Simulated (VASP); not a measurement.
A run of VASP 6.6.1:

File INCAR:

```
ALGO = Normal ; EDIFF = 1E-6
ENCUT = 500 ; GGA = PE
GGA_COMPAT = False ; ISIF = 2
ISMEAR = -1 ; LASPH = True
LCHARG = False ; LREAL = False
LWAVE = False ; NBANDS = 17
NELM = 120 ; PREC = Accurate
SIGMA = 0.05
```

Contents of KPOINTS:

```
k-points
0
Gamma
  13 13 7
```

File POSCAR:

```
Hf
1.0
    3.1966985242     -0.0239752389     -0.0239752389
   -1.6191124281      2.7804097497     -0.0087755465
   -0.0379335000     -0.0379335000      5.0578000000
Hf
2
Direct
    0.3333333333      0.6666666667      0.2500000000
    0.6666666667      0.3333333333      0.7500000000
```

Potentials or basis: VASP PAW PBE potentials, release 64 (Hf_pv).

Launch:

```console
$ cat potpaw_PBE.64/Hf_pv/POTCAR > POTCAR
$ mpirun -np 1 vasp_std > vasp.out
```

Hardware: 1 thread of AMD EPYC 9R45 96-Core Processor (Zen 5), with other jobs on the host.

Question: Estimate the wall time of this run.

Answer: It took 3.7 min on 1 thread of AMD EPYC 9R45 96-Core Processor (Zen 5), on a shared host, peak memory 0.41 GiB. Counts: scf iterations 12, k points 592.
